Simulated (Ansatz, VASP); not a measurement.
**SiO2: VASP beside Ansatz**

The input INCAR:

```
SYSTEM = SiO2
  PREC = Accurate
  ENCUT = 520
  EDIFF = 1E-6
  ISMEAR = -1
  SIGMA = 0.02
  LREAL = .FALSE.
  LASPH = .TRUE.
  NELM = 60
  ALGO = Normal
  ISIF = 2
  LWAVE = .FALSE.
  LCHARG = .FALSE.
  GGA = PE
  IBRION = 2
  NSW = 80
  EDIFFG = -0.02
```

KPOINTS

```
regular mesh
0
G
  7 7 11
  0 0 0
```

POSCAR

```
SiO2
1.0
    4.1387347279      0.0000000000      0.0000000000
    0.0000000000      4.1387347279      0.0000000000
    0.0000000000      0.0000000000      2.6466169108
Si O
2 4
Direct
    0.0000000000      0.0000000000      0.0000000000
    0.5000000000      0.5000000000      0.5000000000
    0.3052551835      0.3052551835      0.0000000000
    0.1947448165      0.8052551835      0.5000000000
    0.6947448165      0.6947448165      0.0000000000
    0.8052551835      0.1947448165      0.5000000000
```

Input for Ansatz:

```yaml
crystal:
  lattice:
    - [4.1387347279, 0.0, 0.0]
    - [0.0, 4.1387347279, 0.0]
    - [0.0, 0.0, 2.6466169108]
  atoms:
    - { symbol: Si, position: [0.0, 0.0, 0.0] }
    - { symbol: Si, position: [0.5, 0.5, 0.5] }
    - { symbol: O, position: [0.3052551835, 0.3052551835, 0.0] }
    - { symbol: O, position: [0.1947448165, 0.8052551835, 0.5] }
    - { symbol: O, position: [0.6947448165, 0.6947448165, 0.0] }
    - { symbol: O, position: [0.8052551835, 0.1947448165, 0.5] }
kpoints:
  mp_grid: { grid: [7, 7, 11] }
scf:
  occupations: { method: fermi_dirac, width: 0.02 }
hamiltonian:
  xc: pbe
  pseudopotentials: { kind: paw }
output:
  forces: true
  stress: true
  populations: true
  efg: { quadrupole_moments_barn: { O: -0.02558 }, contact_densities: true }
relax:
  f_tol: 0.02
  max_steps: 60
```

Change from the starting cell: volume scaled by 0.98, ions relaxed.

Alike in both runs: task relaxation of the atoms; functional PBE; k mesh 7 × 7 × 11; occupations fermi-dirac, width 0.02 eV; no spin polarisation.

```csv
,VASP,Ansatz
version,VASP 6.6.1,Ansatz 0.2.0
potentials or method,"VASP PAW PBE potentials, release 64 (Si, O)","plane-wave PAW, scalar-relativistic"
plane-wave cutoff (eV),520,420
valence electrons in the cell,32,32
```

|  | VASP | Ansatz | Ansatz less VASP |
| --- | --- | --- | --- |
| gap on the k mesh at the Fermi level, each at its own relaxed structure (eV) | 6.03 | 6.04 | +0.015 |

Ansatz's warnings: stress scf threshold loose.
